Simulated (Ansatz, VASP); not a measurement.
# W in VASP and in Ansatz

Contents of INCAR:

```
PREC = Accurate
ENCUT = 520
EDIFF = 1E-6
ISMEAR = -1
SIGMA = 0.1
LREAL = F
LASPH = T
NELM = 80
ALGO = Normal
ISIF = 2
LWAVE = F
LCHARG = T
GGA = RE
LELF = T
LVHAR = T
NBANDS = 28
```

KPOINTS

```
regular mesh
0
Gamma
  9 9 13
```

File POSCAR:

```
W
1.0
    4.5725913003      0.0000000000      0.0000000000
   -2.2862956502      3.9599802272      0.0000000000
    0.0000000000      0.0000000000      2.5461618529
W
3
Direct
    0.0000000000      1.0000000000      0.0000000000
    0.3333333333      0.6666666667      0.5000000000
    0.6666666667      0.3333333333      0.5000000000
```

Input for Ansatz:

```yaml
crystal:
  lattice:
    - [4.5725913003, 0.0, 0.0]
    - [-2.2862956502, 3.9599802272, 0.0]
    - [0.0, 0.0, 2.5461618529]
  atoms:
    - { symbol: W, position: [0.0, 1.0, 0.0] }
    - { symbol: W, position: [0.3333333333, 0.6666666667, 0.5] }
    - { symbol: W, position: [0.6666666667, 0.3333333333, 0.5] }
hamiltonian:
  xc: revpbe
  pseudopotentials:
    kind: paw
    azcp:
      W: "pseudopotentials/W.paw.azcp"
basis:
  ecutwfc: 420
  fft_grid_basis: typed
kpoints:
  mp_grid: { grid: [9, 9, 13], shift: [0, 0, 0] }
magnetization:
  spin_polarized: false
scf:
  occupations: { method: fermi_dirac, width: 0.1 }
  lower_state_search: "off"
output:
  stress: true
  write_density: true
  write_potential: true
  elf: true
  volumetric_format: npy
```

Alike in both runs: task single point; functional revPBE; k mesh 9 × 9 × 13; occupations fermi-dirac, width 0.1 eV; no spin polarisation.

|  | VASP | Ansatz |
| --- | --- | --- |
| version | VASP 6.6.1 | Ansatz 0.2.0 |
| potentials or method | VASP PAW PBE potentials, release 64 (W_sv), cutoff 520 eV | plane waves (420 eV) with PAW, scalar-relativistic |
| valence electrons in the cell | 42 | 42 |

|  | VASP | Ansatz | Ansatz less VASP |
| --- | --- | --- | --- |
| pressure (GPa) | 27.7 | 26.7 | -0.95 |
| traceless stress, the component that is largest in VASP (GPa) | 1.73 | 1.26 | -0.467 |

VASP's potentials were made for PBE, not for revPBE.

Spin-orbit coupling is off throughout.
